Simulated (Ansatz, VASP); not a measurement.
**Ti: VASP beside Ansatz**

INCAR

```
ALGO     = Normal         # electronic algorithm
EDIFF    = 1E-8           # SCF threshold, eV
ENCUT    = 400            # plane-wave cutoff, eV
GGA_COMPAT= F            
ISIF     = 2              # what is computed and relaxed
ISMEAR   = -1             # smearing method
LASPH    = T              # aspherical terms in the spheres
LCHARG   = F              # write CHGCAR
LEFG     = T            
LREAL    = F              # projectors in reciprocal space
LWAVE    = F              # write WAVECAR
NBANDS   = 12             # bands
NELM     = 120            # most SCF steps
PREC     = Accurate       # precision mode
SIGMA    = 0.05           # smearing width, eV
```

KPOINTS

```
k-points
0
Gamma
  15 15 15
```

Contents of POSCAR:

```
Ti
1.0
    0.0000000000      1.9894000000      2.0300000000
    1.9894000000      0.0000000000      2.0300000000
    1.9894000000      1.9894000000      0.0000000000
Ti
1
Direct
    0.0000000000      0.0000000000      0.0000000000
```

Input for Ansatz:

```yaml
crystal:
  lattice:
    - [0.0, 1.9894, 2.03]
    - [1.9894, 0.0, 2.03]
    - [1.9894, 1.9894, 0.0]
  atoms:
    - { symbol: Ti, position: [0.0, 0.0, 0.0] }
kpoints:
  mp_grid: { grid: [15, 15, 15] }
scf:
  occupations: { method: fermi_dirac, width: 0.05 }
hamiltonian:
  xc: lda
  pseudopotentials: { kind: paw }
output:
  forces: true
  stress: true
  eigenvalues: true
  efg: { contact_densities: true }
```

Change from the starting cell: equal xx and yy strain of -2 %, PAW files.

Alike in both runs: task electric field gradients; functional LDA; k mesh 15 × 15 × 15; occupations fermi-dirac, width 0.05 eV; no spin polarisation.

```csv
,VASP,Ansatz
version,VASP 6.6.1,Ansatz 0.2.0
potentials or method,"VASP PAW LDA potentials, release 64 (Ti_sv)","PAW with Ansatz's default frozen-core files, scalar-relativistic"
plane-wave cutoff (eV),400,420
valence electrons in the cell,12,12
```

```tsv
	VASP	Ansatz	Ansatz less VASP
pressure (GPa)	-1.2	-0.3	+0.94
traceless stress, the component that is largest in VASP (GPa)	-0.43	-0.42	+0.010
size of Vzz on the site where it differs most (V/Å²)	2.0	2.1	+0.04
```

LDA's correlation is that of Perdew and Zunger in VASP and of Perdew and Wang (1992) in Ansatz.
